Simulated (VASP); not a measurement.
A run of VASP 6.6.1:

The input POSCAR:

```
Cr
1.0
    4.0301982455      0.0000000000      0.0000000000
   -2.0150991227      3.4902540629      0.0000000000
    0.0000000000      0.0000000000      2.1745769650
Cr
3
Direct
    0.0000000000      1.0000000000      0.0000000000
    0.3333333333      0.6666666667      0.5000000000
    0.6666666667      0.3333333333      0.5000000000
```

File INCAR.step1:

```
SYSTEM = Cr
PREC = Accurate ; ENCUT = 520
ISMEAR = -1 ; SIGMA = 0.1
LREAL = .FALSE. ; LASPH = .TRUE.
NELM = 60 ; NBANDS = 25
GGA = PE ; ALGO = Normal
EDIFF = 1E-4 ; LWAVE = .TRUE.
LCHARG = .FALSE.
```

Contents of INCAR.step2:

```
SYSTEM = Cr
PREC = Accurate ; ENCUT = 520
EDIFF = 1E-6 ; ISMEAR = -1
SIGMA = 0.1 ; LREAL = .FALSE.
LASPH = .TRUE. ; NELM = 60
ALGO = Normal ; ISIF = 2
LWAVE = .FALSE. ; LCHARG = .FALSE.
METAGGA = R2SCAN ; LMIXTAU = .TRUE.
NBANDS = 25 ; ISTART = 1
```

Contents of KPOINTS:

```
Automatic mesh
0
G
  10 10 15
  0 0 0
```

Potentials or basis: VASP PAW PBE potentials, release 64 (Cr_pv).

Command:

```console
$ cat potpaw_PBE.64/Cr_pv/POTCAR > POTCAR
$ cp INCAR.step1 INCAR
$ mpirun -np 1 vasp_std > vasp.out
$ cp INCAR.step2 INCAR
$ mpirun -np 1 vasp_std > vasp.out
```

Hardware: 1 thread of Intel(R) Xeon(R) 6975P-C (Granite Rapids) (shared host).

Q: How long does it take, and how much memory?

A: Run time: 2.4 min on 1 thread of Intel(R) Xeon(R) 6975P-C (Granite Rapids) (shared host), peak memory 0.19 GiB. Counts: k points 112.
